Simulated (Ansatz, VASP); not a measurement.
# HfN: VASP beside Ansatz

The input INCAR:

```
SYSTEM = HfN
ALGO = Normal
EDIFF = 1E-7
ENCUT = 520
GGA = CA
ISIF = 2
ISMEAR = -1
LASPH = .True.
LCHARG = .True.
LELF = .True.
LREAL = .False.
LVHAR = .True.
LWAVE = .False.
NBANDS = 14
NELM = 60
PREC = Accurate
SIGMA = 0.03
```

Contents of KPOINTS:

```
k-points
0
Gamma
  10 10 10
  0 0 0
```

The input POSCAR:

```
HfN
1.0
   -0.0677700000      2.2251150000      2.2251150000
    2.2251150000     -0.0677700000      2.2251150000
    2.2251150000      2.2251150000     -0.0677700000
Hf N
1 1
Direct
    0.0000000000      0.0000000000      0.0000000000
    0.5000000000      0.5000000000      0.5000000000
```

Input for Ansatz:

```yaml
crystal:
  lattice:
    - [-0.06777, 2.225115, 2.225115]
    - [2.225115, -0.06777, 2.225115]
    - [2.225115, 2.225115, -0.06777]
  atoms:
    - { symbol: Hf, position: [0.0, 0.0, 0.0] }
    - { symbol: "N", position: [0.5, 0.5, 0.5] }
kpoints:
  mp_grid: { grid: [10, 10, 10] }
  band_path:
    path:
      - [0.0, 0.0, 0.0]
      - [0.5, 0.5, 0.5]
      - [0.2579113083, 0.5, 0.7420886917]
      - [-0.2579113083, 0.2579113083, 0.5]
      - [0.0, 0.0, 0.5]
      - [0.0, 0.0, 0.0]
      - [-0.3789556542, 0.0, 0.3789556542]
      - [0.0, 0.3789556542, 0.6210443458]
      - [0.0, 0.5, 0.5]
    npoints: 5
scf:
  occupations: { method: fermi_dirac, width: 0.03 }
hamiltonian:
  xc: lda
  pseudopotentials: { kind: all_electron, lapw: { basis_error: 0.001 } }
output:
  forces: true
  stress: true
  eigenvalues: true
```

Change from the starting cell: equal xy, yz and zx shear strains of -3 %.

Alike in both runs: task single point; functional LDA; k mesh 10 × 10 × 10; occupations fermi-dirac, width 0.03 eV; no spin polarisation.

|  | VASP | Ansatz |
| --- | --- | --- |
| version | VASP 6.6.1 | Ansatz 0.2.0 |
| potentials or method | VASP PAW LDA potentials, release 64 (Hf_pv, N), cutoff 520 eV | all-electron LAPW, scalar-relativistic |

```tsv
	VASP	Ansatz	Ansatz less VASP
pressure (GPa)	-10.4	-9.1	+1.36
traceless stress, the component that is largest in VASP (GPa)	3.85	3.83	-0.029
```

LDA's correlation is that of Perdew and Zunger in VASP and of Perdew and Wang (1992) in Ansatz. Ansatz ran all-electron here, and VASP with PAW potentials.

Spin-orbit coupling is off throughout.
